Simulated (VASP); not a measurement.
# CsBr (Pm-3m) in VASP: single point with r2SCAN

Aim: the single point of CsBr with r2SCAN.

Everything below comes from runs of VASP 6.6.1. Logs are shortened: lines on timing, memory, paths and dates and some standing lists are left out, and cuts for length are marked.

### 1 The cell of the first run

The structure is cubic, space group Pm-3m (No. 221). The conventional cell has a = 4.286 Å, b = 4.286 Å, c = 4.286 Å, α = 90.00°, β = 90.00°, γ = 90.00°. Cs (site symmetry m-3m) has 8 Br at 3.71 Å and 6 Cs at 4.29 Å within 4.9 Å. Within 4.9 Å of Br (site symmetry m-3m) lie 8 Cs at 3.71 Å and 6 Br at 4.29 Å.

### 2 Single point, r2SCAN

File POSCAR:

```
CsBr
1.0
    4.2860000000      0.0000000000      0.0000000000
    0.0000000000      4.2860000000      0.0000000000
    0.0000000000      0.0000000000      4.2860000000
Cs Br
1 1
Direct
    0.0000000000      0.0000000000      0.0000000000
    0.5000000000      0.5000000000      0.5000000000
```

File INCAR.step1:

```
SYSTEM = CsBr
PREC = Accurate
ENCUT = 550
ISMEAR = 0
SIGMA = 0.1
LREAL = .False.
LASPH = .True.
NELM = 120
NBANDS = 15
GGA = PE
ALGO = Normal
EDIFF = 1E-5
LWAVE = .True.
LCHARG = .False.
GGA_COMPAT = .False.
```

File INCAR.step2:

```
SYSTEM = CsBr
PREC = Accurate
ENCUT = 550
EDIFF = 1E-6
ISMEAR = 0
SIGMA = 0.1
LREAL = .False.
LASPH = .True.
NELM = 120
ALGO = Normal
ISIF = 2
LWAVE = .False.
LCHARG = .False.
METAGGA = R2SCAN
LMIXTAU = .True.
NBANDS = 15
ISTART = 1
GGA_COMPAT = .False.
```

File KPOINTS:

```
Automatic mesh
0
Gamma
  4 4 4
  0 0 0
```

Potentials or basis: VASP PAW PBE potentials, release 64 (Cs_sv, Br).

Command:

```bash
$ cat potpaw_PBE.64/Cs_sv/POTCAR potpaw_PBE.64/Br/POTCAR > POTCAR
$ cp INCAR.step1 INCAR
$ mpirun -np 1 vasp_std > vasp.out
$ cp INCAR.step2 INCAR
$ mpirun -np 1 vasp_std > vasp.out
```

OUTCAR:

```text
SYSTEM = CsBr
   PREC = Accurate
   ENCUT = 550
   EDIFF = 1E-6
   ISMEAR = 0
   LREAL = .False.
   LASPH = .True.
   NELM = 120
   ISIF = 2
   METAGGA = R2SCAN
   ISTART = 1

 ion  position               nearest neighbor table
   1  0.000  0.000  0.000-
   2  0.500  0.500  0.500-

  LATTYP: Found a simple cubic cell.
 ALAT       =     4.2860000000

  Lattice vectors:

 A1 = (   4.2860000000,   0.0000000000,   0.0000000000)
 A2 = (   0.0000000000,   4.2860000000,   0.0000000000)
 A3 = (   0.0000000000,   0.0000000000,   4.2860000000)

Analysis of symmetry for initial positions (statically):
=====================================================================
 Subroutine PRICEL returns:
 Original cell was already a primitive cell.

 Routine SETGRP: Setting up the symmetry group for a
 simple cubic supercell.

 Subroutine GETGRP returns: Found 48 space group operations
[... 9 lines left out ...]

 Routine SETGRP: Setting up the symmetry group for a
 simple cubic supercell.

 Subroutine GETGRP returns: Found 48 space group operations
[... 11 lines left out ...]
                                     Primitive cell

  volume of cell :      78.7329

  direct lattice vectors                    reciprocal lattice vectors
     4.286000000  0.000000000  0.000000000     0.233317779  0.000000000  0.000000000
     0.000000000  4.286000000  0.000000000     0.000000000  0.233317779  0.000000000
     0.000000000  0.000000000  4.286000000     0.000000000  0.000000000  0.233317779

  length of vectors
     4.286000000  4.286000000  4.286000000     0.233317779  0.233317779  0.233317779

  position of ions in fractional coordinates (direct lattice)
     0.000000000  0.000000000  0.000000000
     0.500000000  0.500000000  0.500000000

  ion indices of the primitive-cell ions
   primitive index   ion index
                 1           1
                 2           2

----------------------------------------------------------------------------------------

 KPOINTS: Automatic mesh

Automatic generation of k-mesh.
 Grid dimensions read from file:
 generate k-points for:    4    4    4

 Generating k-lattice:

  Cartesian coordinates                     Fractional coordinates (reciprocal lattice)
     0.058329445  0.000000000  0.000000000     0.250000000  0.000000000  0.000000000
     0.000000000  0.058329445  0.000000000     0.000000000  0.250000000  0.000000000
     0.000000000  0.000000000  0.058329445     0.000000000  0.000000000  0.250000000

  Length of vectors
     0.058329445  0.058329445  0.058329445

  Shift w.r.t. Gamma in fractional coordinates (k-lattice)
     0.000000000  0.000000000  0.000000000

 Subroutine IBZKPT returns following result:
 ===========================================

 Found     10 irreducible k-points:

 Following reciprocal coordinates:
            Coordinates               Weight
  0.000000  0.000000  0.000000      1.000000
  0.250000  0.000000  0.000000      6.000000
  0.500000  0.000000  0.000000      3.000000
  0.250000  0.250000  0.000000     12.000000
  0.500000  0.250000  0.000000     12.000000
  0.500000  0.500000  0.000000      3.000000
  0.250000  0.250000  0.250000      8.000000
  0.500000  0.250000  0.250000     12.000000
  0.500000  0.500000  0.250000      6.000000
  0.500000  0.500000  0.500000      1.000000
   k-points           NKPTS =     10   k-points in BZ     NKDIM =     10   number of bands    NBANDS=     15
   number of dos      NEDOS =    301   number of ions     NIONS =      2
   total plane-waves  NPLWV =  46656
   dimension x,y,z NGX =    36 NGY =   36 NGZ =   36
   dimension x,y,z NGXF=    72 NGYF=   72 NGZF=   72
   ions per type =               1   1
   NGX,Y,Z   is equivalent  to a cutoff of  13.96, 13.96, 13.96 a.u.
   NGXF,Y,Z  is equivalent  to a cutoff of  27.93, 27.93, 27.93 a.u.
 SYSTEM =  CsBr
   PREC   = accura    normal or accurate (medium, high low for compatibility)
   ISTART =      1    job   : 0-new  1-cont  2-samecut
   ICHARG =      0    charge: 1-file 2-atom 10-const
   ISPIN  =      1    spin polarized calculation?
   LNONCOLLINEAR =      F non collinear calculations
   LSORBIT =      F    spin-orbit coupling
   LASPH  =      T    aspherical Exc in radial PAW
   ENCUT  =  550.0 eV  40.42 Ry    6.36 a.u.   8.20  8.20  8.20*2*pi/ulx,y,z
   NELM   =    120;   NELMIN=  2; NELMDL=  0     # of ELM steps
   EDIFF  = 0.1E-05   stopping-criterion for ELM
   LREAL  =      F    real-space projection
   EDIFFG = 0.1E-04   stopping-criterion for IOM
   NSW    =      0    number of steps for IOM
   IBRION =     -1    ionic relax: 0-MD 1-quasi-New 2-CG
   NFREE  =      0    steps in history (QN), initial steepest desc. (CG)
   ISIF   =      2    stress and relaxation
   ISYM   =      2    0-nonsym 1-usesym 2-fastsym
   POTIM  = 0.5000    time-step for ionic-motion
   TEBEG  =    0.0;   TEEND  =   0.0 temperature during run
   PSTRESS=    0.0 pullay stress
   NELECT =      16.0000    total number of electrons
   NUPDOWN=      -1.0000    fix difference up-down
   EMIN   =  10.00;   EMAX   =-10.00  energy-range for DOS
   EFERMI =   0.00;   METHOD = LEGACY
   ISMEAR =     0;   SIGMA  =   0.10  broadening in eV -4-tet -1-fermi 0-gaus
   EFERMI_NEDOS =   21; number of points for ismear=-14 and -15
   IALGO  =     38    algorithm
   IMIX   =      4    mixing-type and parameters
     AMIX     =   0.40;   BMIX     =  1.00
     AMIX_MAG =   1.60;   BMIX_MAG =  1.00
  volume/ion in A,a.u.               =      39.37       265.66
  Fermi-wavevector in a.u.,A,eV,Ry     =   0.962489  1.818841 12.604247  0.926386
  Thomas-Fermi vector in A             =   2.091953
   LORBIT       =      0    0 simple, 1 ext, 2 COOP (PROOUT), +10 PAW based schemes
   METAGGA = R2SCAN    functional components
   LHFCALC =     F    Hartree Fock is set to
   AEXX    =    0.0000 exact exchange contribution
   IVDW    =     0    specifies the selected vdW correction
   LEPSILON=     F    determine dielectric tensor
   LRPA    =     F    only Hartree local field effects (RPA)
 non-spin polarized calculation
 Gauss-broadening in eV      SIGMA  =   0.10
  energy-cutoff  :      550.00
  volume of cell :       78.73
 maximum number of plane-waves:      2325
 NGX is ok and might be reduce to    36
   NGX = 17   NGY = 17   NGZ = 17

 number of electron      15.9999998 magnetization

 Free energy of the ion-electron system (eV)
  ---------------------------------------------------
  ext. energy  EPLUGINS =         0.00000000
  ---------------------------------------------------
  free energy    TOTEN  =       -42.32106375 eV

  energy without entropy =      -42.32106375  energy(sigma->0) =      -42.32106375

 E-fermi :  -0.1714     XC(G=0):  -8.4614

 val. band max:       -0.6569139784   @ k =   0.0000   0.0000   0.0000
 cond. band min:       4.6295067532   @ k =   0.0000   0.0000   0.0000
 fundamental gap:      5.2864207316
 Fermi energy:        -0.1713624911

 k-point     1 :       0.0000    0.0000    0.0000
  band No.  band energies     occupation
      1     -20.9655      2.00000
      2     -13.4574      2.00000
      3      -7.1822      2.00000
      4      -7.1822      2.00000
      5      -7.1822      2.00000
      6      -0.6569      2.00000
      7      -0.6569      2.00000
      8      -0.6569      2.00000
      9       4.6295      0.00000
     10       4.7417      0.00000
     11       4.7417      0.00000
     12       9.1646      0.00000
     13       9.1646      0.00000
     14       9.1646      0.00000
     15      12.1013      0.00000

 k-point     2 :       0.2500    0.0000    0.0000
  band No.  band energies     occupation
      1     -20.9371      2.00000
      2     -13.4665      2.00000
      3      -7.3825      2.00000
      4      -7.1289      2.00000
      5      -7.1289      2.00000
      6      -1.3897      2.00000
      7      -0.7595      2.00000
      8      -0.7595      2.00000
      9       5.1399      0.00000
     10       5.9208      0.00000
     11       6.0513      0.00000
     12       8.9253      0.00000
     13       8.9253      0.00000
     14       9.4768      0.00000
     15       9.8371      0.00000

 k-point     3 :       0.5000    0.0000    0.0000
  band No.  band energies     occupation
      1     -20.9082      2.00000
      2     -13.4781      2.00000
      3      -7.5579      2.00000
      4      -7.0739      2.00000
      5      -7.0739      2.00000
      6      -1.9626      2.00000
      7      -0.8666      2.00000
      8      -0.8666      2.00000
      9       5.7773      0.00000
     10       7.3093      0.00000
     11       7.8526      0.00000
     12       8.2818      0.00000
     13       8.9241      0.00000
     14       8.9241      0.00000
     15       9.9064      0.00000

 k-point     4 :       0.2500    0.2500    0.0000
  band No.  band energies     occupation
      1     -20.9108      2.00000
      2     -13.4412      2.00000
      3      -7.4931      2.00000
      4      -7.3306      2.00000
      5      -7.0858      2.00000
      6      -1.4248      2.00000
      7      -1.0016      2.00000
      8      -0.7612      2.00000
      9       5.6617      0.00000
     10       6.1643      0.00000
     11       6.8795      0.00000
     12       7.9837      0.00000
     13       8.7140      0.00000
     14       9.1850      0.00000
     15      10.4590      0.00000
[... 55 lines left out ...]
 k-point     8 :       0.5000    0.2500    0.2500
  band No.  band energies     occupation
      1     -20.8608      2.00000
      2     -13.3654      2.00000
      3      -7.6728      2.00000
      4      -7.4203      2.00000
      5      -7.3426      2.00000
      6      -1.5413      2.00000
      7      -1.3941      2.00000
      8      -0.9848      2.00000
      9       6.5569      0.00000
     10       6.8135      0.00000
     11       7.0365      0.00000
     12       8.0474      0.00000
     13       8.6977      0.00000
     14       9.7036      0.00000
     15      11.6715      0.00000

 k-point     9 :       0.5000    0.5000    0.2500
  band No.  band energies     occupation
      1     -20.8372      2.00000
      2     -13.3124      2.00000
      3      -7.6870      2.00000
      4      -7.6870      2.00000
      5      -7.3118      2.00000
      6      -1.5422      2.00000
      7      -1.5422      2.00000
      8      -1.3184      2.00000
      9       6.6852      0.00000
     10       6.8636      0.00000
     11       7.5688      0.00000
     12       7.5688      0.00000
     13      10.4780      0.00000
     14      10.4780      0.00000
     15      11.2274      0.00000

 k-point    10 :       0.5000    0.5000    0.5000
  band No.  band energies     occupation
      1     -20.8143      2.00000
      2     -13.2708      2.00000
      3      -7.5897      2.00000
      4      -7.5897      2.00000
      5      -7.5897      2.00000
      6      -1.8385      2.00000
      7      -1.8385      2.00000
      8      -1.8385      2.00000
      9       8.3471      0.00000
     10       8.3471      0.00000
     11       8.3471      0.00000
     12       9.2438      0.00000
     13       9.2438      0.00000
     14       9.2438      0.00000
     15      11.3287      0.00000

------------------------ aborting loop because EDIFF is reached ----------------------------------------

  FORCE on cell =-STRESS in cart. coord.  units (eV):
  Direction    XX          YY          ZZ          XY          YZ          ZX
  --------------------------------------------------------------------------------------
  -------------------------------------------------------------------------------------
  Total        0.2424486      0.2424486      0.2424486      0.0000000      0.0000000     -0.0000000
  in kB        4.9337117      4.9337117      4.9337117      0.0000000      0.0000000     -0.0000000
  external PRESSURE =       4.9337117 kB  Pullay stress =       0.0000000 kB

 VOLUME and BASIS-vectors are now :
 -----------------------------------------------------------------------------
  energy-cutoff  :      550.00
  volume of cell :       78.73
      direct lattice vectors                 reciprocal lattice vectors
     4.286000000  0.000000000  0.000000000     0.233317779  0.000000000  0.000000000
     0.000000000  4.286000000  0.000000000     0.000000000  0.233317779  0.000000000
     0.000000000  0.000000000  4.286000000     0.000000000  0.000000000  0.233317779

 POSITION                                       TOTAL-FORCE (eV/Angst)
 -----------------------------------------------------------------------------------
      0.00000      0.00000      0.00000         0.000000      0.000000      0.000000
      2.14300      2.14300      2.14300         0.000000      0.000000      0.000000
 -----------------------------------------------------------------------------------
    total drift:                                0.000000      0.000000      0.000000

  FREE ENERGIE OF THE ION-ELECTRON SYSTEM (eV)
  ---------------------------------------------------
  free  energy   TOTEN  =       -42.3210637546 eV

  energy  without entropy=      -42.3210637546  energy(sigma->0) =      -42.32106375
```

Run time: 1.9 min. Hardware: 1 thread of Intel Xeon 8259CL, shared host; peak memory 0.22 GiB.

Results:

| Property | Result |
| --- | --- |
| Free energy | -42.3211 eV |
| Pressure | 0.5 GPa |
| Band gap on the k mesh | 5.29 eV, direct |

Caveat: the PAW data sets were made with another functional, which shifts forces and pressure a little; spin-orbit coupling is left out, which moves the levels of the heavy elements. r2SCAN opens gaps a little over a GGA but as a rule still falls short of measured ones.
